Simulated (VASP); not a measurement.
# LiF (P6_3mc) in VASP: a series of runs

Runs on LiF. Level: LDA. Tasks: single point.

Everything below comes from runs of VASP 6.6.1. Logs are shortened: lines on timing, memory, paths and dates and some standing lists are left out, and cuts for length are marked.

### Step 1. The cell of the first run

Symmetry: P6_3mc, No. 186, hexagonal system. Conventional cell: a = 3.030 Å, b = 3.030 Å, c = 4.659 Å, α = 90.00°, β = 90.00°, γ = 120.00°. Li (site symmetry 3m) has 4 F at 1.79 to 1.96 Å within 2.4 Å. F (site symmetry 3m) has 4 Li at 1.79 to 1.96 Å within 2.4 Å.

### Step 2. Single point, LDA

INCAR reads:

```
SYSTEM = LiF
PREC     = Accurate       ! precision mode
ENCUT    = 520            ! plane-wave cutoff, eV
EDIFF    = 1E-6           ! SCF threshold, eV
ISMEAR   = 0              ! smearing method
SIGMA    = 0.05           ! smearing width, eV
LREAL    = .FALSE.        ! projectors in reciprocal space
LASPH    = .TRUE.         ! aspherical terms in the spheres
NELM     = 60             ! most SCF steps
ALGO     = Normal         ! electronic algorithm
ISIF     = 2              ! what is computed and relaxed
LWAVE    = .FALSE.        ! write WAVECAR
LCHARG   = .FALSE.        ! write CHGCAR
GGA      = CA             ! functional
NBANDS   = 18             ! bands
```

KPOINTS reads:

```
Automatic mesh
0
G
  9 9 6
  0 0 0
```

POSCAR reads:

```
LiF
1.0
    3.0300909680      0.0000000000      0.0000000000
   -1.5150454840      2.6241357541      0.0000000000
    0.0000000000      0.0000000000      4.6590208518
Li F
2 2
Direct
    0.3333333333      0.6666666667      0.4120529761
    0.6666666667      0.3333333333      0.9120529761
    0.3333333333      0.6666666667      0.9910195924
    0.6666666667      0.3333333333      0.4910195924
```

Potentials or basis: VASP PAW LDA potentials, release 64 (Li_sv, F).

Launch:

```sh
$ cat potpaw_LDA.64/Li_sv/POTCAR potpaw_LDA.64/F/POTCAR > POTCAR
$ mpirun -np 1 vasp_std > vasp.out
```

OUTCAR:

```text
SYSTEM = LiF
   PREC = Accurate
   ENCUT = 520
   EDIFF = 1E-6
   ISMEAR = 0
   LREAL = .FALSE.
   LASPH = .TRUE.
   NELM = 60
   ISIF = 2
   GGA = CA

 ion  position               nearest neighbor table
   1  0.333  0.667  0.412-   4 1.79   4 1.79   4 1.79   3 1.96
   2  0.667  0.333  0.912-   3 1.79   3 1.79   3 1.79   4 1.96
   3  0.333  0.667  0.991-   2 1.79   2 1.79   2 1.79   1 1.96
   4  0.667  0.333  0.491-   1 1.79   1 1.79   1 1.79   2 1.96

  LATTYP: Found a hexagonal cell.
 ALAT       =     3.0300909680
 C/A-ratio  =     1.5375844821

  Lattice vectors:

 A1 = (   3.0300909680,   0.0000000000,   0.0000000000)
 A2 = (  -1.5150454840,   2.6241357541,   0.0000000000)
 A3 = (   0.0000000000,   0.0000000000,   4.6590208518)

Analysis of symmetry for initial positions (statically):
=====================================================================
 Subroutine PRICEL returns:
 Original cell was already a primitive cell.

 Routine SETGRP: Setting up the symmetry group for a
 hexagonal supercell.

 Subroutine GETGRP returns: Found 12 space group operations
 (whereof  6 operations were pure point group operations)
 out of a pool of 24 trial point group operations.

The static configuration has the point symmetry C_3v.
 The point group associated with its full space group is C_6v.

Analysis of symmetry for dynamics (positions and initial velocities):
=====================================================================
 Subroutine PRICEL returns:
 Original cell was already a primitive cell.

 Routine SETGRP: Setting up the symmetry group for a
 hexagonal supercell.

 Subroutine GETGRP returns: Found 12 space group operations
 (whereof  6 operations were pure point group operations)
 out of a pool of 24 trial point group operations.

The dynamic configuration has the point symmetry C_3v.
 The point group associated with its full space group is C_6v.

 Subroutine INISYM returns: Found 12 space group operations
 (whereof  6 operations are pure point group operations),
 and found     1 'primitive' translations

----------------------------------------------------------------------------------------

                                     Primitive cell

  volume of cell :      37.0456

  direct lattice vectors                    reciprocal lattice vectors
     3.030090968  0.000000000  0.000000000     0.330023095  0.190538923  0.000000000
    -1.515045484  2.624135754  0.000000000     0.000000000  0.381077846  0.000000000
     0.000000000  0.000000000  4.659020852     0.000000000  0.000000000  0.214637374

  length of vectors
     3.030090968  3.030090968  4.659020852     0.381077846  0.381077846  0.214637374

  position of ions in fractional coordinates (direct lattice)
     0.333333333  0.666666667  0.412052976
     0.666666667  0.333333333  0.912052976
     0.333333333  0.666666667  0.991019592
     0.666666667  0.333333333  0.491019592

  ion indices of the primitive-cell ions
   primitive index   ion index
                 1           1
                 2           2
                 3           3
                 4           4

----------------------------------------------------------------------------------------

 KPOINTS: Automatic mesh

Automatic generation of k-mesh.
 Grid dimensions read from file:
 generate k-points for:    9    9    6

 Generating k-lattice:

  Cartesian coordinates                     Fractional coordinates (reciprocal lattice)
     0.036669233  0.021170991  0.000000000     0.111111111  0.000000000  0.000000000
     0.000000000  0.042341983  0.000000000     0.000000000  0.111111111  0.000000000
     0.000000000  0.000000000  0.035772896     0.000000000  0.000000000  0.166666667

  Length of vectors
     0.042341983  0.042341983  0.035772896

  Shift w.r.t. Gamma in fractional coordinates (k-lattice)
     0.000000000  0.000000000  0.000000000

 Subroutine IBZKPT returns following result:
 ===========================================

 Found     48 irreducible k-points:

 Following reciprocal coordinates:
            Coordinates               Weight
  0.000000  0.000000  0.000000      1.000000
  0.111111  0.000000  0.000000      6.000000
  0.222222  0.000000  0.000000      6.000000
  0.333333  0.000000  0.000000      6.000000
  0.444444  0.000000  0.000000      6.000000
  0.111111  0.111111  0.000000      6.000000
[... 16 lines left out ...]
  0.333333  0.222222  0.166667     24.000000
  0.333333  0.333333  0.166667      4.000000
 [... further k-points ...]
   k-points           NKPTS =     48   k-points in BZ     NKDIM =     48   number of bands    NBANDS=     18
   number of dos      NEDOS =    301   number of ions     NIONS =      4
   total plane-waves  NPLWV =  20736
   dimension x,y,z NGX =    24 NGY =   24 NGZ =   36
   dimension x,y,z NGXF=    48 NGYF=   48 NGZF=   72
   ions per type =               2   2
   NGX,Y,Z   is equivalent  to a cutoff of  13.17, 13.17, 12.85 a.u.
   NGXF,Y,Z  is equivalent  to a cutoff of  26.34, 26.34, 25.69 a.u.
 SYSTEM =  LiF
   PREC   = accura    normal or accurate (medium, high low for compatibility)
   ISTART =      0    job   : 0-new  1-cont  2-samecut
   ICHARG =      2    charge: 1-file 2-atom 10-const
   ISPIN  =      1    spin polarized calculation?
   LNONCOLLINEAR =      F non collinear calculations
   LSORBIT =      F    spin-orbit coupling
   LASPH  =      T    aspherical Exc in radial PAW
   ENCUT  =  520.0 eV  38.22 Ry    6.18 a.u.   5.63  5.63  8.66*2*pi/ulx,y,z
   NELM   =     60;   NELMIN=  2; NELMDL= -5     # of ELM steps
   EDIFF  = 0.1E-05   stopping-criterion for ELM
   LREAL  =      F    real-space projection
   EDIFFG = 0.1E-04   stopping-criterion for IOM
   NSW    =      0    number of steps for IOM
   IBRION =     -1    ionic relax: 0-MD 1-quasi-New 2-CG
   NFREE  =      0    steps in history (QN), initial steepest desc. (CG)
   ISIF   =      2    stress and relaxation
   ISYM   =      2    0-nonsym 1-usesym 2-fastsym
   POTIM  = 0.5000    time-step for ionic-motion
   TEBEG  =    0.0;   TEEND  =   0.0 temperature during run
   PSTRESS=    0.0 pullay stress
   NELECT =      20.0000    total number of electrons
   NUPDOWN=      -1.0000    fix difference up-down
   EMIN   =  10.00;   EMAX   =-10.00  energy-range for DOS
   EFERMI =   0.00;   METHOD = LEGACY
   ISMEAR =     0;   SIGMA  =   0.05  broadening in eV -4-tet -1-fermi 0-gaus
   EFERMI_NEDOS =   21; number of points for ismear=-14 and -15
   IALGO  =     38    algorithm
   IMIX   =      4    mixing-type and parameters
     AMIX     =   0.40;   BMIX     =  1.00
     AMIX_MAG =   1.60;   BMIX_MAG =  1.00
  volume/ion in A,a.u.               =       9.26        62.50
  Fermi-wavevector in a.u.,A,eV,Ry     =   1.333028  2.519058 24.177060  1.776964
  Thomas-Fermi vector in A             =   2.461918
   LORBIT       =      0    0 simple, 1 ext, 2 COOP (PROOUT), +10 PAW based schemes
   GGA     = CA    functional components
   LHFCALC =     F    Hartree Fock is set to
   AEXX    =    0.0000 exact exchange contribution
   IVDW    =     0    specifies the selected vdW correction
   LEPSILON=     F    determine dielectric tensor
   LRPA    =     F    only Hartree local field effects (RPA)
 non-spin polarized calculation
 Gauss-broadening in eV      SIGMA  =   0.05
  energy-cutoff  :      520.00
  volume of cell :       37.05
 maximum number of plane-waves:      1015
 NGX is ok and might be reduce to    24
   NGX = 11   NGY = 11   NGZ = 17

 number of electron      20.0000000 magnetization

 Free energy of the ion-electron system (eV)
  ---------------------------------------------------
  ext. energy  EPLUGINS =         0.00000000
  ---------------------------------------------------
  free energy    TOTEN  =       -20.76668281 eV

  energy without entropy =      -20.76668281  energy(sigma->0) =      -20.76668281

 E-fermi :  -1.9278     XC(G=0):  -9.8703

 val. band max:       -2.2423182858   @ k =   0.0000   0.0000   0.0000
 cond. band min:       5.4397916836   @ k =   0.0000   0.0000   0.0000
 fundamental gap:      7.6821099694
 Fermi energy:        -1.9277869766

 k-point     1 :       0.0000    0.0000    0.0000
  band No.  band energies     occupation
      1     -41.5839      2.00000
      2     -41.5223      2.00000
      3     -21.5579      2.00000
      4     -21.1822      2.00000
      5      -5.0053      2.00000
      6      -3.0546      2.00000
[... 10 lines left out ...]
     17      17.1315      0.00000
     18      18.5128      0.00000

 k-point     2 :       0.1111    0.0000    0.0000
  band No.  band energies     occupation
      1     -41.5778      2.00000
      2     -41.5197      2.00000
      3     -21.5441      2.00000
      4     -21.1893      2.00000
      5      -4.9163      2.00000
      6      -3.1841      2.00000
[... 10 lines left out ...]
     17      17.4178      0.00000
     18      18.1898      0.00000

 k-point     3 :       0.2222    0.0000    0.0000
  band No.  band energies     occupation
      1     -41.5618      2.00000
      2     -41.5131      2.00000
      3     -21.5050      2.00000
      4     -21.2084      2.00000
      5      -4.6776      2.00000
      6      -3.5648      2.00000
[... 10 lines left out ...]
     17      17.7663      0.00000
     18      17.9032      0.00000

 k-point     4 :       0.3333    0.0000    0.0000
  band No.  band energies     occupation
      1     -41.5421      2.00000
      2     -41.5071      2.00000
      3     -21.4496      2.00000
      4     -21.2393      2.00000
      5      -4.4618      2.00000
      6      -3.8961      2.00000
[... 375 lines left out ...]
      4     -21.2687      2.00000
      5      -4.4127      2.00000
      6      -4.1805      2.00000
[... 10 lines left out ...]
     17      17.2216      0.00000
     18      18.8765      0.00000

 k-point    23 :       0.3333    0.2222    0.1667
  band No.  band energies     occupation
      1     -41.5184      2.00000
      2     -41.5065      2.00000
      3     -21.3666      2.00000
      4     -21.2979      2.00000
      5      -4.6983      2.00000
      6      -3.9390      2.00000
[... 10 lines left out ...]
     17      16.5937      0.00000
     18      18.9984      0.00000

 k-point    24 :       0.3333    0.3333    0.1667
  band No.  band energies     occupation
      1     -41.5102      2.00000
      2     -41.5102      2.00000
      3     -21.3293      2.00000
      4     -21.3293      2.00000
      5      -4.8043      2.00000
      6      -3.7460      2.00000
[... 10 lines left out ...]
     17      16.1771      0.00000
     18      19.2183      0.00000

 [... further k-points ...]

------------------------ aborting loop because EDIFF is reached ----------------------------------------

  FORCE on cell =-STRESS in cart. coord.  units (eV):
  Direction    XX          YY          ZZ          XY          YZ          ZX
  --------------------------------------------------------------------------------------
  -------------------------------------------------------------------------------------
  Total        0.5034563      0.5034563     -0.9656352      0.0000000      0.0000000      0.0000000
  in kB       21.7738759     21.7738759    -41.7625528      0.0000000      0.0000000      0.0000000
  external PRESSURE =       0.5950663 kB  Pullay stress =       0.0000000 kB

 VOLUME and BASIS-vectors are now :
 -----------------------------------------------------------------------------
  energy-cutoff  :      520.00
  volume of cell :       37.05
      direct lattice vectors                 reciprocal lattice vectors
     3.030090968  0.000000000  0.000000000     0.330023095  0.190538923  0.000000000
    -1.515045484  2.624135754  0.000000000     0.000000000  0.381077846  0.000000000
     0.000000000  0.000000000  4.659020852     0.000000000  0.000000000  0.214637374

 POSITION                                       TOTAL-FORCE (eV/Angst)
 -----------------------------------------------------------------------------------
     -0.00000      1.74942      1.91976         0.000000     -0.000000     -0.277330
      1.51505      0.87471      4.24927        -0.000000      0.000000     -0.277330
     -0.00000      1.74942      4.61718         0.000000      0.000000      0.277330
      1.51505      0.87471      2.28767        -0.000000      0.000000      0.277330
 -----------------------------------------------------------------------------------
    total drift:                               -0.000000     -0.000000     -0.001661

  FREE ENERGIE OF THE ION-ELECTRON SYSTEM (eV)
  ---------------------------------------------------
  free  energy   TOTEN  =       -20.7666828055 eV

  energy  without entropy=      -20.7666828055  energy(sigma->0) =      -20.76668281
```

Run time: 9.7 s. Hardware: 1 thread of Intel Xeon 6975P-C (Granite Rapids), shared host; peak memory 0.14 GiB.

What came out:

```
Free energy            : -20.7667 eV
Largest force          : 0.277 eV/Å
Band gap on the k mesh : 7.68 eV
```

Forces on the atoms (eV/Å):
```
Li   0.000  0.000 -0.277
Li   0.000  0.000 -0.277
F    0.000  0.000  0.277
F    0.000  0.000  0.277
```

Levels at points of the mesh, in eV from the valence-band top:
```csv
k point,band 7,band 8,band 9,band 10,band 11,band 12,band 13,band 14
"(0.00, 0.00, 0.00)",-0.81,-0.44,-0.44,0.00,7.68,12.16,15.58,18.21
"(0.00, 0.00, 0.50)",-0.62,-0.62,-0.62,-0.62,9.54,9.54,17.63,17.63
```

Caveat: the cutoff is under 1.25 times the usual one of these potentials, so pressure, stress and relaxed cells hold a basis-set (Pulay) error; an odd mesh through Γ misses points on the zone boundary, where band edges can lie.

### Step 3. Single point, LDA

INCAR reads:

```
PREC = Accurate ; ENCUT = 520
EDIFF = 1E-7 ; ISMEAR = 0
SIGMA = 0.05 ; LREAL = False
LASPH = True ; NELM = 60
ALGO = Normal ; ISIF = 2
LWAVE = False ; LCHARG = True
LELF = True ; LVHAR = True
NBANDS = 18
```

KPOINTS reads:

```
Automatic mesh
0
Gamma
  9 9 6
```

Edit POSCAR of step 2 so:

```diff
@@ -8,4 +8,4 @@
 Direct
-    0.3333333333      0.6666666667      0.4120529761
-    0.6666666667      0.3333333333      0.9120529761
+    0.3333333333      0.6666666667      0.3559038391
+    0.6666666667      0.3333333333      0.8559038391
     0.3333333333      0.6666666667      0.9910195924
```

Potentials or basis: VASP PAW LDA potentials, release 64 (Li_sv, F).

Launch:

```sh
$ cat potpaw_LDA.64/Li_sv/POTCAR potpaw_LDA.64/F/POTCAR > POTCAR
$ mpirun -np 1 vasp_std > vasp.out
```

It took 9.8 s on 1 thread of Intel Xeon 6975P-C (Granite Rapids), shared host; peak memory 0.14 GiB.

Results (log left out):

```yaml
Free_energy: -20.7281 eV
Largest_force: 0.720 eV/Å
Band_gap_on_the_k_mesh: 7.96 eV
```

Forces on the atoms (eV/Å):
```
Li   0.000  0.000  0.720
Li   0.000  0.000  0.720
F    0.000  0.000 -0.720
F    0.000  0.000 -0.720
```

Levels at points of the mesh, in eV from the valence-band top:
```tsv
k point	band 8	band 9	band 10	band 11	band 12	band 13
(0.00, 0.00, 0.00)	0.00	0.00	0.00	7.96	12.35	15.76
(0.00, 0.00, 0.50)	-0.20	-0.20	-0.20	9.62	9.62	18.31
```

Caveat: the cutoff is under 1.25 times the usual one of these potentials, so pressure, stress and relaxed cells hold a basis-set (Pulay) error; an odd mesh through Γ misses points on the zone boundary, where band edges can lie.
